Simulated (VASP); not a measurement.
Runs of VASP 6.6.1 on InAs. Symmetry: Fm-3m, No. 225, cubic system. The conventional cell has a = 5.755 Å, b = 5.755 Å, c = 5.755 Å, α = 90.00°, β = 90.00°, γ = 90.00°. Within 3.8 Å of In (site symmetry m-3m) lie 6 As at 2.88 Å. As (site symmetry m-3m) has 6 In at 2.88 Å within 3.8 Å. 

```csv
k mesh,gap on the mesh (eV),pressure (GPa)
3 × 3 × 3,none,(b)
4 × 4 × 4,none,(a)
5 × 5 × 5,none,-3.0
8 × 8 × 8,none,-3.1
7 × 7 × 7,none,-3.3
2 × 2 × 2,none,8.3
```

Alike in all rows: task single point; level PBEsol; potentials or basis VASP PAW PBE potentials, release 64 (In_d, As); no spin polarisation; cell as given; cutoff (eV) 500; smearing fermi-dirac 0.05 eV.

Estimate the missing entries.

(a) -2.3; (b) -0.4.

Caveats: some runs use coarse meshes; the PAW data sets were made with another functional, which shifts forces and pressure a little; spin-orbit coupling is left out, which moves the levels of the heavy elements.

A k mesh can miss the band edges, and the runs leave out spin-orbit coupling on As, In.

A gap of «none» marks levels without a gap at the run's occupations.
